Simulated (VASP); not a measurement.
# Fe3I (Pm-3m) in VASP: notebook

Fe3I is run at these levels: PBE; tasks: single point, relaxation of cell and atoms.

Everything below comes from runs of VASP 6.6.1. Logs are shortened: lines on timing, memory, paths and dates and some standing lists are left out, and cuts for length are marked.

**1. The cell of the first run**

It takes space group Pm-3m (No. 221, cubic). Conventional cell: a = 3.931 Å, b = 3.931 Å, c = 3.931 Å, α = 90.00°, β = 90.00°, γ = 90.00°. Fe (site symmetry 4/mmm) has 8 Fe at 2.78 Å and 4 I at 2.78 Å within 3.7 Å. I (site symmetry m-3m) has 12 Fe at 2.78 Å within 3.7 Å.

**2. Single point, PBE, collinear spin, ferromagnetic start**

File INCAR:

```
SYSTEM = Fe3I
ALGO = Normal
EDIFF = 1E-7
ENCUT = 520
GGA = PE
ISIF = 2
ISMEAR = 0
ISPIN = 2
LASPH = .True.
LCHARG = .False.
LMAXMIX = 4
LORBIT = 11
LREAL = .False.
LWAVE = .False.
MAGMOM = 3.21 3.21 3.21 0.13
NBANDS = 28
NELM = 150
PREC = Accurate
SIGMA = 0.1
```

File KPOINTS:

```
k-points
0
Gamma
  4 4 4
  0 0 0
```

File POSCAR:

```
Fe3I
1.0
    3.9307403443      0.0000000000      0.0000000000
    0.0000000000      3.9307403443      0.0000000000
    0.0000000000      0.0000000000      3.9307403443
Fe I
3 1
Direct
    0.0000000000      0.5000000000      0.5000000000
    0.5000000000      0.0000000000      0.5000000000
    0.5000000000      0.5000000000      0.0000000000
    0.0000000000      0.0000000000      0.0000000000
```

Potentials or basis: VASP PAW PBE potentials, release 64 (Fe, I).

Run with:

```console
> cat potpaw_PBE.64/Fe/POTCAR potpaw_PBE.64/I/POTCAR > POTCAR
> mpirun -np 1 vasp_std > vasp.out
```

OUTCAR:

```text
SYSTEM = Fe3I
   EDIFF = 1E-7
   ENCUT = 520
   GGA = PE
   ISIF = 2
   ISMEAR = 0
   ISPIN = 2
   LASPH = .True.
   LORBIT = 11
   LREAL = .False.
   NELM = 150
   PREC = Accurate

 ion  position               nearest neighbor table
   1  0.000  0.500  0.500-   2 2.78   3 2.78   4 2.78   3 2.78   4 2.78   2 2.78   4 2.78   4 2.78
                             2 2.78   3 2.78   3 2.78   2 2.78
   2  0.500  0.000  0.500-   1 2.78   3 2.78   4 2.78   3 2.78   4 2.78   1 2.78   3 2.78   3 2.78
                             1 2.78   4 2.78   4 2.78   1 2.78
   3  0.500  0.500  0.000-   1 2.78   2 2.78   4 2.78   1 2.78   2 2.78   2 2.78   4 2.78   2 2.78
                             1 2.78   4 2.78   1 2.78   4 2.78
   4  0.000  0.000  0.000-   1 2.78   2 2.78   3 2.78   1 2.78   2 2.78   1 2.78   3 2.78   1 2.78
                             2 2.78   3 2.78   2 2.78   3 2.78

  LATTYP: Found a simple cubic cell.
 ALAT       =     3.9307403443

  Lattice vectors:

 A1 = (   3.9307403443,   0.0000000000,   0.0000000000)
 A2 = (   0.0000000000,   3.9307403443,   0.0000000000)
 A3 = (   0.0000000000,   0.0000000000,   3.9307403443)

Analysis of symmetry for initial positions (statically):
=====================================================================
 Subroutine PRICEL returns:
 Original cell was already a primitive cell.

 Routine SETGRP: Setting up the symmetry group for a
 simple cubic supercell.

 Subroutine GETGRP returns: Found 48 space group operations
 (whereof 48 operations were pure point group operations)
 out of a pool of 48 trial point group operations.

The static configuration has the point symmetry O_h .

Analysis of symmetry for dynamics (positions and initial velocities):
=====================================================================
 Subroutine PRICEL returns:
 Original cell was already a primitive cell.

 Routine SETGRP: Setting up the symmetry group for a
 simple cubic supercell.

 Subroutine GETGRP returns: Found 48 space group operations
 (whereof 48 operations were pure point group operations)
 out of a pool of 48 trial point group operations.

The dynamic configuration has the point symmetry O_h .

Analysis of structural, dynamic, and magnetic symmetry:
=====================================================================
 Subroutine PRICEL returns:
 Original cell was already a primitive cell.

 Routine SETGRP: Setting up the symmetry group for a
 simple cubic supercell.

 Subroutine GETGRP returns: Found 48 space group operations
 (whereof 48 operations were pure point group operations)
 out of a pool of 48 trial point group operations.

The overall configuration has the point symmetry O_h .

 Subroutine INISYM returns: Found 48 space group operations
 (whereof 48 operations are pure point group operations),
 and found     1 'primitive' translations

----------------------------------------------------------------------------------------

                                     Primitive cell

  volume of cell :      60.7328

  direct lattice vectors                    reciprocal lattice vectors
     3.930740344  0.000000000  0.000000000     0.254405001  0.000000000  0.000000000
     0.000000000  3.930740344  0.000000000     0.000000000  0.254405001  0.000000000
     0.000000000  0.000000000  3.930740344     0.000000000  0.000000000  0.254405001

  length of vectors
     3.930740344  3.930740344  3.930740344     0.254405001  0.254405001  0.254405001

  position of ions in fractional coordinates (direct lattice)
     0.000000000  0.500000000  0.500000000
     0.500000000  0.000000000  0.500000000
     0.500000000  0.500000000  0.000000000
     0.000000000  0.000000000  0.000000000

  ion indices of the primitive-cell ions
   primitive index   ion index
                 1           1
                 2           2
                 3           3
                 4           4

----------------------------------------------------------------------------------------

 KPOINTS: k-points

Automatic generation of k-mesh.
 Grid dimensions read from file:
 generate k-points for:    4    4    4

 Generating k-lattice:

  Cartesian coordinates                     Fractional coordinates (reciprocal lattice)
     0.063601250  0.000000000  0.000000000     0.250000000  0.000000000  0.000000000
     0.000000000  0.063601250  0.000000000     0.000000000  0.250000000  0.000000000
     0.000000000  0.000000000  0.063601250     0.000000000  0.000000000  0.250000000

  Length of vectors
     0.063601250  0.063601250  0.063601250

  Shift w.r.t. Gamma in fractional coordinates (k-lattice)
     0.000000000  0.000000000  0.000000000

 Subroutine IBZKPT returns following result:
 ===========================================

 Found     10 irreducible k-points:

 Following reciprocal coordinates:
            Coordinates               Weight
  0.000000  0.000000  0.000000      1.000000
  0.250000  0.000000  0.000000      6.000000
  0.500000  0.000000  0.000000      3.000000
  0.250000  0.250000  0.000000     12.000000
  0.500000  0.250000  0.000000     12.000000
  0.500000  0.500000  0.000000      3.000000
  0.250000  0.250000  0.250000      8.000000
  0.500000  0.250000  0.250000     12.000000
  0.500000  0.500000  0.250000      6.000000
  0.500000  0.500000  0.500000      1.000000
   k-points           NKPTS =     10   k-points in BZ     NKDIM =     10   number of bands    NBANDS=     28
   number of dos      NEDOS =    301   number of ions     NIONS =      4
   total plane-waves  NPLWV =  27000
   dimension x,y,z NGX =    30 NGY =   30 NGZ =   30
   dimension x,y,z NGXF=    60 NGYF=   60 NGZF=   60
   ions per type =               3   1
   NGX,Y,Z   is equivalent  to a cutoff of  12.69, 12.69, 12.69 a.u.
   NGXF,Y,Z  is equivalent  to a cutoff of  25.38, 25.38, 25.38 a.u.
 SYSTEM =  Fe3I
   PREC   = accura    normal or accurate (medium, high low for compatibility)
   ISTART =      0    job   : 0-new  1-cont  2-samecut
   ICHARG =      2    charge: 1-file 2-atom 10-const
   ISPIN  =      2    spin polarized calculation?
   LNONCOLLINEAR =      F non collinear calculations
   LSORBIT =      F    spin-orbit coupling
   LASPH  =      T    aspherical Exc in radial PAW
   ENCUT  =  520.0 eV  38.22 Ry    6.18 a.u.   7.31  7.31  7.31*2*pi/ulx,y,z
   NELM   =    150;   NELMIN=  2; NELMDL= -5     # of ELM steps
   EDIFF  = 0.1E-06   stopping-criterion for ELM
   LREAL  =      F    real-space projection
   EDIFFG = 0.1E-05   stopping-criterion for IOM
   NSW    =      0    number of steps for IOM
   IBRION =     -1    ionic relax: 0-MD 1-quasi-New 2-CG
   NFREE  =      0    steps in history (QN), initial steepest desc. (CG)
   ISIF   =      2    stress and relaxation
   ISYM   =      2    0-nonsym 1-usesym 2-fastsym
   POTIM  = 0.5000    time-step for ionic-motion
   TEBEG  =    0.0;   TEEND  =   0.0 temperature during run
   PSTRESS=    0.0 pullay stress
   NELECT =      31.0000    total number of electrons
   NUPDOWN=      -1.0000    fix difference up-down
   EMIN   =  10.00;   EMAX   =-10.00  energy-range for DOS
   EFERMI =   0.00;   METHOD = LEGACY
   ISMEAR =     0;   SIGMA  =   0.10  broadening in eV -4-tet -1-fermi 0-gaus
   EFERMI_NEDOS =   21; number of points for ismear=-14 and -15
   IALGO  =     38    algorithm
   IMIX   =      4    mixing-type and parameters
     AMIX     =   0.40;   BMIX     =  1.00
     AMIX_MAG =   1.60;   BMIX_MAG =  1.00
  volume/ion in A,a.u.               =      15.18       102.46
  Fermi-wavevector in a.u.,A,eV,Ry     =   1.308341  2.472406 23.289866  1.711757
  Thomas-Fermi vector in A             =   2.439015
   LORBIT       =     11    0 simple, 1 ext, 2 COOP (PROOUT), +10 PAW based schemes
   GGA     = PE    functional components
   LHFCALC =     F    Hartree Fock is set to
   AEXX    =    0.0000 exact exchange contribution
   IVDW    =     0    specifies the selected vdW correction
   LEPSILON=     F    determine dielectric tensor
   LRPA    =     F    only Hartree local field effects (RPA)
 spin polarized calculation
 Gauss-broadening in eV      SIGMA  =   0.10
  energy-cutoff  :      520.00
  volume of cell :       60.73
 maximum number of plane-waves:      1666
 NGX is ok and might be reduce to    30
   NGX = 15   NGY = 15   NGZ = 15

 number of electron      30.9999999 magnetization       8.2964843

 Free energy of the ion-electron system (eV)
  ---------------------------------------------------
  ext. energy  EPLUGINS =         0.00000000
  ---------------------------------------------------
  free energy    TOTEN  =       -23.28177574 eV

  energy without entropy =      -23.26473976  energy(sigma->0) =      -23.27325775

 E-fermi :   8.4661     XC(G=0): -11.9973

 val. band max:        8.4206127569   @ k =   0.5000   0.0000   0.0000
 cond. band min:       8.5191790105   @ k =   0.5000   0.2500   0.2500
 fundamental gap:      0.0985662536
 Fermi energy:         8.4660578195

 spin component 1

 k-point     1 :       0.0000    0.0000    0.0000
  band No.  band energies     occupation
      1      -8.1871      1.00000
      2       3.0790      1.00000
      3       3.0790      1.00000
      4       3.0790      1.00000
      5       3.0963      1.00000
      6       3.9642      1.00000
[... 289 lines left out ...]
     26      17.6886      0.00000
     27      20.9085      0.00000
 Fermi energy:         8.4660578195

 spin component 2

 k-point     1 :       0.0000    0.0000    0.0000
  band No.  band energies     occupation
      1      -8.0511      1.00000
      2       3.2118      1.00000
      3       3.2118      1.00000
      4       3.2118      1.00000
      5       4.0750      1.00000
      6       5.3458      1.00000
[... 289 lines left out ...]
     26      17.9027      0.00000
     27      21.2102      0.00000
 [bands above 27 left out]

------------------------ aborting loop because EDIFF is reached ----------------------------------------

  FORCE on cell =-STRESS in cart. coord.  units (eV):
  Direction    XX          YY          ZZ          XY          YZ          ZX
  --------------------------------------------------------------------------------------
  -------------------------------------------------------------------------------------
  Total       -0.0580597     -0.0580597     -0.0580597      0.0000000      0.0000000     -0.0000000
  in kB       -1.5316603     -1.5316603     -1.5316603      0.0000000      0.0000000     -0.0000000
  external PRESSURE =      -1.5316603 kB  Pullay stress =       0.0000000 kB

 VOLUME and BASIS-vectors are now :
 -----------------------------------------------------------------------------
  energy-cutoff  :      520.00
  volume of cell :       60.73
      direct lattice vectors                 reciprocal lattice vectors
     3.930740344  0.000000000  0.000000000     0.254405001  0.000000000  0.000000000
     0.000000000  3.930740344  0.000000000     0.000000000  0.254405001  0.000000000
     0.000000000  0.000000000  3.930740344     0.000000000  0.000000000  0.254405001

 POSITION                                       TOTAL-FORCE (eV/Angst)
 -----------------------------------------------------------------------------------
      0.00000      1.96537      1.96537         0.000000      0.000000      0.000000
      1.96537      0.00000      1.96537         0.000000      0.000000      0.000000
      1.96537      1.96537      0.00000         0.000000      0.000000      0.000000
      0.00000      0.00000      0.00000         0.000000      0.000000      0.000000
 -----------------------------------------------------------------------------------
    total drift:                                0.000000      0.000000     -0.000000

  FREE ENERGIE OF THE ION-ELECTRON SYSTEM (eV)
  ---------------------------------------------------
  free  energy   TOTEN  =       -23.2817757372 eV

  energy  without entropy=      -23.2647397622  energy(sigma->0) =      -23.27325775

 total charge

# of ion       s       p       d       tot
------------------------------------------
    1        0.368   0.359   6.264   6.990
    2        0.368   0.359   6.264   6.990
    3        0.368   0.359   6.264   6.990
    4        1.512   2.572   0.223   4.306
--------------------------------------------------
tot          2.616   3.648  19.014  25.278

 magnetization (x)

# of ion       s       p       d       tot
------------------------------------------
    1        0.004  -0.003   2.715   2.717
    2        0.004  -0.003   2.715   2.717
    3        0.004  -0.003   2.715   2.717
    4        0.043   0.093  -0.020   0.116
--------------------------------------------------
tot          0.056   0.085   8.125   8.266
```

Wall time 20 s (1 thread of AMD EPYC 9R45 (Zen 5), shared host); peak memory 0.17 GiB.

Results:

- Free energy: -23.2818 eV
- Pressure: -0.2 GPa
- Net moment: 8.30 μB per cell
- Site moments: Fe +2.72; I +0.12 μB
- Valence electrons inside the program's atomic spheres: Fe 6.99; I 4.31

Caveat: the k points lie up to 0.40 Å⁻¹ apart; spin-orbit coupling is left out, which moves the levels of the heavy elements.

**3. Single point, PBE, collinear spin, ferromagnetic start**

This run uses another cell than the first one, of 18.36 Å³/atom, 1.209 times its volume.

File INCAR:

```
ALGO = Normal
EDIFF = 1E-6
ENCUT = 520
GGA = PE
ISIF = 2
ISMEAR = 0
ISPIN = 2
LASPH = True
LCHARG = False
LMAXMIX = 4
LORBIT = 11
LREAL = False
LWAVE = False
MAGMOM = 4 4 4 0
NBANDS = 28
NELM = 150
PREC = Accurate
SIGMA = 0.1
```

File KPOINTS:

```
k-points
0
Gamma
  4 4 4
```

File POSCAR:

```
Fe3I
1.0
    4.1880152707      0.0000000000      0.0000000000
    0.0000000000      4.1880152707      0.0000000000
    0.0000000000      0.0000000000      4.1880152707
Fe I
3 1
Direct
    0.0000000000      0.5000000000      0.5000000000
    0.5000000000      0.0000000000      0.5000000000
    0.5000000000      0.5000000000      0.0000000000
    0.0000000000      0.0000000000      0.0000000000
```

Potentials or basis: VASP PAW PBE potentials, release 64 (Fe, I).

Run with:

```console
> cat potpaw_PBE.64/Fe/POTCAR potpaw_PBE.64/I/POTCAR > POTCAR
> mpirun -np 1 vasp_std > vasp.out
```

Wall time 21 s (1 thread of AMD EPYC 9R45 (Zen 5), shared host); peak memory 0.18 GiB.

The run converged. Its results:

| Property | Result |
| --- | --- |
| Free energy | -22.6660 eV |
| Pressure | -11.6 GPa |
| Net moment | 8.76 μB per cell |
| Site moments | Fe +2.88; I +0.12 μB |
| Valence electrons inside the program's atomic spheres | Fe 6.75; I 4.22 |

Levels at points of the mesh, in eV from the Fermi level:
Spin up:
```csv
k point,band 17,band 18,band 19,band 20,band 21,band 22,band 23,band 24
"(0.00, 0.00, 0.00)",-1.72,-1.57,-1.57,-1.57,2.80,2.80,4.59,4.59
"(0.50, 0.00, 0.00)",-1.57,-1.54,-1.54,-1.22,1.57,2.54,2.54,3.10
"(0.50, 0.50, 0.00)",-2.12,-1.57,-1.57,-0.84,1.21,3.66,3.66,4.21
"(0.50, 0.50, 0.50)",-1.69,-1.69,-1.69,-0.94,0.95,0.95,0.95,7.32
```
Spin down:
```tsv
k point	band 9	band 10	band 11	band 12	band 13	band 14
(0.00, 0.00, 0.00)	-1.53	-1.53	-0.26	0.32	0.32	0.32
(0.50, 0.00, 0.00)	-0.83	-0.83	-0.62	-0.07	-0.07	-0.03
(0.50, 0.50, 0.00)	-0.69	-0.69	-0.14	0.10	0.14	0.14
(0.50, 0.50, 0.50)	-0.59	-0.59	-0.59	0.27	0.38	0.38
```

Caveat: the k points lie up to 0.38 Å⁻¹ apart; spin-orbit coupling is left out, which moves the levels of the heavy elements.

**4. Relaxation of cell and atoms, PBE, collinear spin, ferromagnetic start**

This run uses another cell than the first one, of 18.36 Å³/atom, 1.209 times its volume.

File INCAR:

```
SYSTEM = Fe3I
PREC     = Accurate       ! precision mode
ENCUT    = 600            ! plane-wave cutoff, eV
EDIFF    = 1E-6           ! SCF threshold, eV
ISMEAR   = 0              ! smearing method
SIGMA    = 0.1            ! smearing width, eV
LREAL    = .False.        ! projectors in reciprocal space
LASPH    = .True.         ! aspherical terms in the spheres
NELM     = 150            ! most SCF steps
ALGO     = Normal         ! electronic algorithm
ISIF     = 3              ! what is computed and relaxed
LWAVE    = .False.        ! write WAVECAR
LCHARG   = .False.        ! write CHGCAR
ISPIN    = 2              ! spin polarisation
MAGMOM   = 3.21 3.21 3.21 0.13 ! initial moments
LORBIT   = 11             ! projections on sites
LMAXMIX  = 4              ! l up to which the mixer works
GGA      = PE             ! functional
IBRION   = 2              ! ionic algorithm
NSW      = 90             ! ionic steps
EDIFFG   = -0.04          ! ionic threshold
```

File KPOINTS:

```
regular mesh
0
Gamma
  4 4 4
  0 0 0
```

POSCAR is that of step 3.

Run with:

```console
> cat potpaw_PBE.64/Fe/POTCAR potpaw_PBE.64/I/POTCAR > POTCAR
> mpirun -np 1 vasp_std > vasp.out
```

Run time: 74 s. Hardware: 1 thread of AMD EPYC 9R45 (Zen 5), shared host; peak memory 0.23 GiB.

It converged, with:

| Property | Result |
| --- | --- |
| Free energy | -23.2839 eV |
| Relaxed volume | 15.15 Å³/atom |
| Relaxed cell | a = 3.928 Å, b = 3.928 Å, c = 3.928 Å, α = 90.00°, β = 90.00°, γ = 90.00° |
| Space group after relaxing (to 0.05 Å) | Pm-3m (No. 221) |
| Energy gained by relaxing | 154.7 meV/atom |
| Ionic steps | 3 |
| Pressure after relaxing | 0.1 GPa |
| Net moment | 8.29 μB per cell |
| Site moments | Fe +2.71; I +0.12 μB |
| Valence electrons inside the program's atomic spheres | Fe 7.00; I 4.31 |

The path:
```csv
step,energy change (eV),largest force (eV/Å),pressure (GPa),volume (Å³)
1,0.0000,0.0000,-11.61,73.46
2,-0.6175,0.0000,0.83,60.20
3,-0.6186,0.0000,0.07,60.60
```

Final structure:
```xyz
4
Lattice="3.9278 0.0000 0.0000 0.0000 3.9278 0.0000 0.0000 0.0000 3.9278" Properties=species:S:1:pos:R:3 pbc="T T T"
Fe    0.0000    1.9639    1.9639
Fe    1.9639    0.0000    1.9639
Fe    1.9639    1.9639    0.0000
I     0.0000    0.0000    0.0000
```

Levels at points of the mesh, in eV from the Fermi level:
Spin up:
```csv
k point,band 16,band 17,band 18,band 19,band 20,band 21,band 22,band 23,band 24
"(0.00, 0.00, 0.00)",-1.71,-1.39,-1.15,-1.15,-1.15,3.68,3.68,5.59,5.59
"(0.50, 0.00, 0.00)",-1.84,-1.15,-0.93,-0.93,-0.54,2.79,2.95,2.95,3.52
"(0.50, 0.50, 0.00)",-2.39,-1.91,-1.11,-1.11,0.08,1.61,4.82,4.82,5.25
"(0.50, 0.50, 0.50)",-2.52,-1.33,-1.33,-1.33,-1.15,1.79,1.79,1.79,9.25
```
Spin down:
| k point | band 9 | band 10 | band 11 | band 12 | band 13 | band 14 |
| --- | --- | --- | --- | --- | --- | --- |
| (0.00, 0.00, 0.00) | -2.04 | -2.04 | 0.16 | 0.16 | 0.16 | 0.18 |
| (0.50, 0.00, 0.00) | -1.06 | -0.80 | -0.38 | -0.19 | -0.05 | -0.05 |
| (0.50, 0.50, 0.00) | -0.91 | -0.91 | -0.15 | -0.10 | 0.13 | 0.13 |
| (0.50, 0.50, 0.50) | -0.75 | -0.75 | -0.75 | 0.26 | 0.26 | 0.26 |

Caveat: the k points lie up to 0.40 Å⁻¹ apart in the final cell; the volume moved by over 15 % at a fixed basis, so the end points are rough; spin-orbit coupling is left out, which moves the levels of the heavy elements.

(Part 1 of 2 ends here.)
